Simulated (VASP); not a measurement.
Wanted: the native input for a VASP 6.6.1 run.

```
Task                   : single point
Functional             : PBEsol
Potentials or basis    : VASP PAW PBE potentials, release 64 (Ti_sv, Ni)
Cutoff                 : 520 eV
k mesh                 : 18 × 18 × 18
Occupations            : gaussian, width 0.1 eV
Spin                   : no spin polarisation
Dipole correction      : no
Further INCAR settings : ALGO = Fast; EDIFF = 1e-06; NBANDS = 18
```

The structure of TiNi lies in POSCAR:

```
TiNi
1.0
    2.9263079642      0.0000000000      0.0000000000
    0.0000000000      2.9263079642      0.0000000000
    0.0000000000      0.0000000000      2.9976088689
Ti Ni
1 1
Direct
    0.5000000000      0.5000000000      0.5000000000
    0.0000000000      0.0000000000      0.0000000000
```

This cell differs from its parent crystal: biaxial strain in the a-b plane: -1.5 %.

These files were run (other wordings do the same):

INCAR

```
SYSTEM = TiNi
ALGO = Fast
EDIFF = 1E-6
ENCUT = 520
GGA = PS
ISIF = 2
ISMEAR = 0
LASPH = .TRUE.
LCHARG = .FALSE.
LREAL = .FALSE.
LWAVE = .FALSE.
NBANDS = 18
NELM = 80
PREC = Accurate
SIGMA = 0.1
```

KPOINTS

```
k-points
0
G
  18 18 18
  0 0 0
```

Potentials or basis: VASP PAW PBE potentials, release 64 (Ti_sv, Ni).

The run is started by

```console
$ cat potpaw_PBE.64/Ti_sv/POTCAR potpaw_PBE.64/Ni/POTCAR > POTCAR
$ mpirun -np 1 vasp_std > vasp.out
```

It gave:

```json
{
 "Pressure": "3.5 GPa",
 "Band gap on the k mesh": "zero (bands 11 and 12 overlap by 1.95 eV)"
}
```

Caveat: the cell differs from its parent crystal (biaxial strain in the a-b plane: -1.5 %); the cell stands under pressure; the PAW data sets were made with another functional, which shifts forces and pressure a little.

Wall time 6.2 min on 1 thread of Intel Xeon 8259CL (shared host), peak memory 0.37 GiB.
